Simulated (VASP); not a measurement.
# Pd (Immm) in VASP: further runs, part 2 of 2

VASP 6.6.1. The steps go on from the part before.

**5. Single point, PBEsol (strain +0.0875 x Voigt [0, 0, 0, 0, 0, 1])**

INCAR reads:

```
PREC     = Accurate       # precision mode
ENCUT    = 520            # plane-wave cutoff, eV
EDIFF    = 1E-7           # SCF threshold, eV
ISMEAR   = 0              # smearing method
SIGMA    = 0.15           # smearing width, eV
LREAL    = F              # projectors in reciprocal space
LASPH    = T              # aspherical terms in the spheres
NELM     = 60             # most SCF steps
ALGO     = Fast           # electronic algorithm
ISIF     = 2              # what is computed and relaxed
LWAVE    = F              # write WAVECAR
LCHARG   = T              # write CHGCAR
GGA      = PS             # functional
LELF     = T              # ELF
LVHAR    = T            
NBANDS   = 11             # bands
```

KPOINTS reads:

```
Automatic mesh
0
Gamma
  20 20 20
```

POSCAR reads:

```
Pd
1.0
    0.0850893750      1.9449000000      1.9449000000
    1.9449000000      0.0850893750      1.9449000000
    2.0299893750      2.0299893750      0.0000000000
Pd
1
Direct
    0.0000000000      0.0000000000      0.0000000000
```

The run is started by

```
$ cat potpaw_PBE.64/Pd/POTCAR > POTCAR
$ mpirun -np 1 vasp_std > vasp.out
```

Wall time 2.4 min (1 thread of Intel Xeon 6975P-C, shared host); peak memory 0.3 GiB.

Results (log left out):

| Property | Result |
| --- | --- |
| Free energy | -5.9435 eV |
| Pressure | -0.9 GPa |
| Band gap on the k mesh | zero (band 5 reaches 10.10 eV, above the bottom of band 6 at 8.34 eV) |

Stress tensor (GPa, compression positive):
```
 0.17 -7.47  0.00
-7.47  0.17  0.00
 0.00  0.00 -3.05
```

Levels at points of the mesh, in eV from the Fermi level:
| k point | band 3 | band 4 | band 5 | band 6 | band 7 | band 8 |
| --- | --- | --- | --- | --- | --- | --- |
| (0.00, 0.00, 0.00) | -3.09 | -2.45 | -1.19 | -1.13 | 16.98 | 20.53 |
| (0.50, 0.00, 0.00) | -2.58 | -0.14 | 0.20 | 1.33 | 7.97 | 16.10 |
| (0.50, 0.50, 0.00) | -0.02 | 0.26 | 0.34 | 3.24 | 10.74 | 11.52 |
| (0.00, 0.00, 0.50) | -2.48 | -0.29 | 0.08 | 0.54 | 6.69 | 16.84 |
| (0.50, 0.00, 0.50) | -0.17 | 0.25 | 0.40 | 3.30 | 10.82 | 13.15 |

Caveat: the cell differs from its parent crystal (strain +0.0875 x Voigt [0, 0, 0, 0, 0, 1]); the PAW data sets were made with another functional, which shifts forces and pressure a little.

**6. Single point, PBEsol (strain +0.0625 x Voigt [0, 0, 0, 0, 0, 1])**

INCAR reads:

```
SYSTEM = Pd
  PREC = Accurate
  ENCUT = 520
  EDIFF = 1E-6
  ISMEAR = 0
  SIGMA = 0.15
  LREAL = .False.
  LASPH = .True.
  NELM = 60
  ALGO = Fast
  ISIF = 2
  LWAVE = .False.
  LCHARG = .True.
  GGA = PS
  LELF = .True.
  LVHAR = .True.
  NBANDS = 11
```

KPOINTS reads:

```
Automatic mesh
0
Gamma
  20 20 20
  0 0 0
```

POSCAR reads:

```
Pd
1.0
    0.0607781250      1.9449000000      1.9449000000
    1.9449000000      0.0607781250      1.9449000000
    2.0056781250      2.0056781250      0.0000000000
Pd
1
Direct
    0.0000000000      0.0000000000      0.0000000000
```

Potentials or basis: VASP PAW PBE potentials, release 64 (Pd).

The run is started by

```
$ cat potpaw_PBE.64/Pd/POTCAR > POTCAR
$ mpirun -np 1 vasp_std > vasp.out
```

OUTCAR:

```text
SYSTEM = Pd
   PREC = Accurate
   ENCUT = 520
   EDIFF = 1E-6
   ISMEAR = 0
   LREAL = .False.
   LASPH = .True.
   NELM = 60
   ISIF = 2
   GGA = PS

 ion  position               nearest neighbor table
   1  0.000  0.000  0.000-

  LATTYP: Found a body centered orthorhombic cell.
 ALAT       =     2.6645507088
 B/A-ratio  =     1.0645161290
 C/A-ratio  =     1.4598333547

  Lattice vectors:

 A1 = (   1.9449000000,   0.0607781250,  -1.9449000000)
 A2 = (  -1.9449000000,  -0.0607781250,  -1.9449000000)
 A3 = (   0.0607781250,   1.9449000000,   1.9449000000)

Analysis of symmetry for initial positions (statically):
=====================================================================
 Subroutine PRICEL returns:
 Original cell was already a primitive cell.

 Routine SETGRP: Setting up the symmetry group for a
 body centered orthorhombic supercell.

 Subroutine GETGRP returns: Found  8 space group operations
 (whereof  8 operations were pure point group operations)
 out of a pool of  8 trial point group operations.

The static configuration has the point symmetry D_2h.

Analysis of symmetry for dynamics (positions and initial velocities):
=====================================================================
 Subroutine PRICEL returns:
 Original cell was already a primitive cell.

 Routine SETGRP: Setting up the symmetry group for a
 body centered orthorhombic supercell.

 Subroutine GETGRP returns: Found  8 space group operations
 (whereof  8 operations were pure point group operations)
 out of a pool of  8 trial point group operations.

The dynamic configuration has the point symmetry D_2h.

 Subroutine INISYM returns: Found  8 space group operations
 (whereof  8 operations are pure point group operations),
 and found     1 'primitive' translations

----------------------------------------------------------------------------------------

                                     Primitive cell

  volume of cell :      14.6993

  direct lattice vectors                    reciprocal lattice vectors
     0.060778125  1.944900000  1.944900000    -0.265375614  0.265375614  0.257082626
     1.944900000  0.060778125  1.944900000     0.265375614 -0.265375614  0.257082626
     2.005678125  2.005678125  0.000000000     0.249292244  0.249292244 -0.257082626

  length of vectors
     2.751175385  2.751175385  2.836457206     0.454906485  0.454906485  0.436330978

  position of ions in fractional coordinates (direct lattice)
     0.000000000  0.000000000  0.000000000

  ion indices of the primitive-cell ions
   primitive index   ion index
                 1           1

----------------------------------------------------------------------------------------

 KPOINTS: Automatic mesh

Automatic generation of k-mesh.
 Grid dimensions read from file:
 generate k-points for:   20   20   20

 Generating k-lattice:

  Cartesian coordinates                     Fractional coordinates (reciprocal lattice)
    -0.013268781  0.013268781  0.012854131     0.050000000  0.000000000  0.000000000
     0.013268781 -0.013268781  0.012854131     0.000000000  0.050000000  0.000000000
     0.012464612  0.012464612 -0.012854131     0.000000000  0.000000000  0.050000000

  Length of vectors
     0.022745324  0.022745324  0.021816549

  Shift w.r.t. Gamma in fractional coordinates (k-lattice)
     0.000000000  0.000000000  0.000000000

 Subroutine IBZKPT returns following result:
 ===========================================

 Found   1166 irreducible k-points:

 Following reciprocal coordinates:
            Coordinates               Weight
  0.000000  0.000000  0.000000      1.000000
  0.050000  0.000000  0.000000      4.000000
  0.100000  0.000000  0.000000      4.000000
  0.150000  0.000000  0.000000      4.000000
  0.200000  0.000000  0.000000      4.000000
  0.250000  0.000000  0.000000      4.000000
[... 16 lines left out ...]
 -0.400000  0.050000  0.000000      4.000000
 -0.350000  0.050000  0.000000      4.000000
 [... further k-points ...]
   k-points           NKPTS =   1166   k-points in BZ     NKDIM =   1166   number of bands    NBANDS=     11
   number of dos      NEDOS =    301   number of ions     NIONS =      1
   total plane-waves  NPLWV =   9600
   dimension x,y,z NGX =    20 NGY =   20 NGZ =   24
   dimension x,y,z NGXF=    40 NGYF=   40 NGZF=   48
   ions per type =               1
   NGX,Y,Z   is equivalent  to a cutoff of  12.09, 12.09, 14.07 a.u.
   NGXF,Y,Z  is equivalent  to a cutoff of  24.17, 24.17, 28.13 a.u.
 SYSTEM =  Pd
   PREC   = accura    normal or accurate (medium, high low for compatibility)
   ISTART =      0    job   : 0-new  1-cont  2-samecut
   ICHARG =      2    charge: 1-file 2-atom 10-const
   ISPIN  =      1    spin polarized calculation?
   LNONCOLLINEAR =      F non collinear calculations
   LSORBIT =      F    spin-orbit coupling
   LASPH  =      T    aspherical Exc in radial PAW
   ENCUT  =  520.0 eV  38.22 Ry    6.18 a.u.   5.12  5.12  5.27*2*pi/ulx,y,z
   NELM   =     60;   NELMIN=  2; NELMDL= -5     # of ELM steps
   EDIFF  = 0.1E-05   stopping-criterion for ELM
   LREAL  =      F    real-space projection
   EDIFFG = 0.1E-04   stopping-criterion for IOM
   NSW    =      0    number of steps for IOM
   IBRION =     -1    ionic relax: 0-MD 1-quasi-New 2-CG
   NFREE  =      0    steps in history (QN), initial steepest desc. (CG)
   ISIF   =      2    stress and relaxation
   ISYM   =      2    0-nonsym 1-usesym 2-fastsym
   POTIM  = 0.5000    time-step for ionic-motion
   TEBEG  =    0.0;   TEEND  =   0.0 temperature during run
   PSTRESS=    0.0 pullay stress
   NELECT =      10.0000    total number of electrons
   NUPDOWN=      -1.0000    fix difference up-down
   EMIN   =  10.00;   EMAX   =-10.00  energy-range for DOS
   EFERMI =   0.00;   METHOD = LEGACY
   ISMEAR =     0;   SIGMA  =   0.15  broadening in eV -4-tet -1-fermi 0-gaus
   EFERMI_NEDOS =   21; number of points for ismear=-14 and -15
   IALGO  =     68    algorithm
   IMIX   =      4    mixing-type and parameters
     AMIX     =   0.40;   BMIX     =  1.00
     AMIX_MAG =   1.60;   BMIX_MAG =  1.00
  volume/ion in A,a.u.               =      14.70        99.20
  Fermi-wavevector in a.u.,A,eV,Ry     =   1.439823  2.720870 28.206091  2.073089
  Thomas-Fermi vector in A             =   2.558635
   LORBIT       =      0    0 simple, 1 ext, 2 COOP (PROOUT), +10 PAW based schemes
   GGA     = PS    functional components
   LHFCALC =     F    Hartree Fock is set to
   AEXX    =    0.0000 exact exchange contribution
   IVDW    =     0    specifies the selected vdW correction
   LEPSILON=     F    determine dielectric tensor
   LRPA    =     F    only Hartree local field effects (RPA)
 non-spin polarized calculation
 RMM-DIIS sequential band-by-band and
 Gauss-broadening in eV      SIGMA  =   0.15
  energy-cutoff  :      520.00
  volume of cell :       14.70
 maximum number of plane-waves:       409
   NGX = 11   NGY = 11   NGZ = 11

 number of electron      10.0000002 magnetization

 Free energy of the ion-electron system (eV)
  ---------------------------------------------------
  ext. energy  EPLUGINS =         0.00000000
  ---------------------------------------------------
  free energy    TOTEN  =        -5.95777693 eV

  energy without entropy =       -5.93290934  energy(sigma->0) =       -5.94534313

 E-fermi :   9.6779     XC(G=0): -13.4000

 val. band max:        9.6778467311   @ k =   0.5000   0.4500   0.2500
 cond. band min:       9.6812150318   @ k =  -0.4500   0.3000   0.0500
 fundamental gap:      0.0033683007
 Fermi energy:         9.6779006500

 k-point     1 :       0.0000    0.0000    0.0000
  band No.  band energies     occupation
      1       2.4138      2.00000
      2       6.5253      2.00000
      3       6.6928      2.00000
      4       7.1056      2.00000
      5       8.4706      2.00000
      6       8.5027      2.00000
      7      26.7306      0.00000
      8      30.5901      0.00000
      9      31.6888      0.00000
     10      32.6833      0.00000
     11      36.6441      0.00000

 k-point     2 :       0.0500    0.0000    0.0000
  band No.  band energies     occupation
      1       2.5105      2.00000
      2       6.5611      2.00000
      3       6.7176      2.00000
      4       7.0868      2.00000
      5       8.4452      2.00000
      6       8.4780      2.00000
      7      26.8523      0.00000
      8      30.7070      0.00000
      9      31.3714      0.00000
     10      32.3616      0.00000
     11      37.1665      0.00000
[... 295 lines left out ...]
 k-point    24 :      -0.3500    0.0500    0.0000
  band No.  band energies     occupation
      1       4.5071      2.00000
      2       6.6639      2.00000
      3       7.1518      2.00000
      4       8.3032      2.00000
      5       8.9592      2.00000
      6       9.9582      0.00822
      7      20.4787      0.00000
      8      26.6833      0.00000
      9      30.7774      0.00000
     10      31.5899      0.00000
     11      35.6998      0.00000

 [... further k-points ...]
[... 5 lines left out ...]
  --------------------------------------------------------------------------------------
  -------------------------------------------------------------------------------------
  Total       -0.1035037     -0.1035037     -0.2576930     -0.4647464      0.0000000      0.0000000
  in kB      -11.2815534    -11.2815534    -28.0876676    -50.6557885      0.0000000      0.0000000
  external PRESSURE =     -16.8835914 kB  Pullay stress =       0.0000000 kB

 VOLUME and BASIS-vectors are now :
 -----------------------------------------------------------------------------
  energy-cutoff  :      520.00
  volume of cell :       14.70
      direct lattice vectors                 reciprocal lattice vectors
     0.060778125  1.944900000  1.944900000    -0.265375614  0.265375614  0.257082626
     1.944900000  0.060778125  1.944900000     0.265375614 -0.265375614  0.257082626
     2.005678125  2.005678125  0.000000000     0.249292244  0.249292244 -0.257082626

 POSITION                                       TOTAL-FORCE (eV/Angst)
 -----------------------------------------------------------------------------------
      0.00000      0.00000      0.00000         0.000000      0.000000      0.000000
 -----------------------------------------------------------------------------------
    total drift:                                0.000000     -0.000000     -0.000000

  FREE ENERGIE OF THE ION-ELECTRON SYSTEM (eV)
  ---------------------------------------------------
  free  energy   TOTEN  =        -5.9577769300 eV

  energy  without entropy=       -5.9329093396  energy(sigma->0) =       -5.94534313
```

OSZICAR:

```text
N       E                     dE             d eps       ncg     rms          rms(c)
DAV:   1     0.418296521277E+02    0.41830E+02   -0.51557E+03 25812   0.854E+02
DAV:   2    -0.578120421569E+01   -0.47611E+02   -0.46058E+02 28702   0.183E+02
DAV:   3    -0.634477201652E+01   -0.56357E+00   -0.56103E+00 30990   0.213E+01
DAV:   4    -0.634725251711E+01   -0.24805E-02   -0.24802E-02 30972   0.148E+00
DAV:   5    -0.634727870013E+01   -0.26183E-04   -0.26183E-04 33823   0.137E-01    0.845E+00
RMM:   6    -0.597539990465E+01    0.37188E+00   -0.50732E-01 26988   0.657E+00    0.375E+00
RMM:   7    -0.596241246936E+01    0.12987E-01   -0.10397E-02 30898   0.116E+00    0.199E+00
RMM:   8    -0.595779601010E+01    0.46165E-02   -0.17616E-03 31442   0.411E-01    0.130E-01
RMM:   9    -0.595776972144E+01    0.26289E-04   -0.23685E-04 34641   0.129E-01    0.415E-02
RMM:  10    -0.595777480724E+01   -0.50858E-05   -0.59872E-05 34088   0.579E-02    0.115E-02
RMM:  11    -0.595777673732E+01   -0.19301E-05   -0.18581E-05 34512   0.289E-02    0.135E-02
RMM:  12    -0.595777693003E+01   -0.19271E-06   -0.50526E-06 28746   0.177E-02
   1 F= -.59577769E+01 E0= -.59453431E+01  d E =-.248676E-01
```

stdout:

```text
POSCAR found type information on POSCAR Pd
 POSCAR found :  1 types and       1 ions
 scaLAPACK will be used
 -----------------------------------------------------------------------------
|                                                                             |
|                                                                             |
|     You enforced a specific xc type in the INCAR file but a different       |
|     I HOPE YOU KNOW WHAT YOU ARE DOING!                                     |
|                                                                             |
 -----------------------------------------------------------------------------

 LDA part: xc-table for (Slater+PW92), standard interpolation
 POSCAR, INCAR and KPOINTS ok, starting setup
 FFT: planning ... GRIDC
 FFT: planning ... GRID_SOFT
 FFT: planning ... GRID
 WAVECAR not read
 entering main loop
```

Run time: 2 min. Hardware: 1 thread of Intel Xeon 6975P-C, shared host; peak memory 0.29 GiB.

Results:

| Quantity | Value |
| --- | --- |
| Free energy | -5.9578 eV |
| Pressure | -1.7 GPa |
| Band gap on the k mesh | zero (band 5 reaches 10.04 eV, above the bottom of band 6 at 8.34 eV) |

Stress tensor (GPa, compression positive):
```
-1.13 -5.07  0.00
-5.07 -1.13  0.00
 0.00  0.00 -2.81
```

Caveat: the cell differs from its parent crystal (strain +0.0625 x Voigt [0, 0, 0, 0, 0, 1]); the PAW data sets were made with another functional, which shifts forces and pressure a little.

**7. Overview**

```tsv
cell	further INCAR settings	gap on the mesh (eV)	pressure (GPa)
a = 2.751, b = 2.751, c = 2.854 Å, angles 58.8, 58.8, 57.5°, 1 atom	ALGO = Fast; EDIFF = 1e-07; NBANDS = 11	none	-1.3
a = 2.751, b = 2.751, c = 2.682 Å, angles 60.8, 60.8, 61.7°, 1 atom	ALGO = Fast; EDIFF = 1e-07; NBANDS = 11	none	-2.0
a = 2.751, b = 2.751, c = 2.785 Å, angles 59.6, 59.6, 59.2°, 1 atom	ALGO = Fast; EDIFF = 1e-07; NBANDS = 11	none	-2.3
a = 2.752, b = 2.752, c = 2.871 Å, angles 58.6, 58.6, 57.1°, 1 atom	ALGO = Fast; EDIFF = 1e-07; NBANDS = 11	none	-0.9
a = 2.751, b = 2.751, c = 2.836 Å, angles 59.0, 59.0, 57.9°, 1 atom	ALGO = Fast; EDIFF = 1e-06; NBANDS = 11	none	-1.7
```

Alike in all rows: task single point; level PBEsol; potentials or basis VASP PAW PBE potentials, release 64 (Pd); no spin polarisation; k mesh 20 × 20 × 20; cutoff (eV) 520; smearing gaussian 0.15 eV.

Caveats: the PAW data sets were made with another functional, which shifts forces and pressure a little.

Absolute energies hang on the potentials; compare differences alone.
